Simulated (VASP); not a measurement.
CsNaS2: single point with r2SCAN

CsNaS2:

```
Na S Cs
1.0
     4.05669    0.00000    0.00000
    -2.02834    3.51320    0.00000
     0.00000   -2.34213    7.65860
Na S Cs
1 2 1
Direct
  0.50000 0.00000 0.50000
  0.23110 0.46220 0.69330
  0.76890 0.53780 0.30670
  0.00000 0.00000 0.00000
```

| Quantity | Value |
| --- | --- |
| Program | VASP 6.6.1 |
| Task | single point |
| Functional | r2SCAN |
| Potentials or basis | VASP PAW PBE potentials, release 64 (Na_pv, S, Cs_sv) |
| Cutoff | 520 eV |
| k mesh | 8 × 8 × 8 |
| Occupations | tetrahedron |
| Spin | no spin polarisation |

```yaml
Pressure: 2.8 GPa
Largest_force: 0.329 eV/Å
Band_gap_on_the_k_mesh: zero (band 14 reaches 1.23 eV, above the bottom of band 15 at 0.60 eV)
```

Forces in eV/Å, atoms in the order of the input:
```
Na   0.000  0.000  0.000
S    0.000  0.000 -0.329
S    0.000  0.000  0.329
Cs   0.000  0.000  0.000
```

Stress tensor (GPa, compression positive):
```
3.10 0.00 0.00
0.00 3.10 0.00
0.00 0.00 2.15
```

Levels at points of the mesh, in eV from the Fermi level:
| k point | band 12 | band 13 | band 14 | band 15 | band 16 | band 17 |
| --- | --- | --- | --- | --- | --- | --- |
| (0.00, 0.00, 0.00) | -0.11 | 0.36 | 0.36 | 0.36 | 4.52 | 6.30 |
| (0.50, 0.00, 0.00) | -0.87 | -0.56 | 0.09 | 0.11 | 4.42 | 7.05 |
| (0.00, 0.50, 0.00) | -0.69 | -0.30 | -0.20 | -0.19 | 4.11 | 7.35 |
| (0.00, 0.00, 0.50) | 0.04 | 0.04 | 0.19 | 0.19 | 4.75 | 6.65 |

Run time: 12 min on 1 thread of Oxide Virtual Turin-like Processor, on a shared host, peak memory 0.29 GiB.

Caveat: the PAW data sets were made with another functional, which shifts forces and pressure a little; spin-orbit coupling is left out, which moves the levels of the heavy elements; tetrahedron occupations give inexact forces and stress in metals.
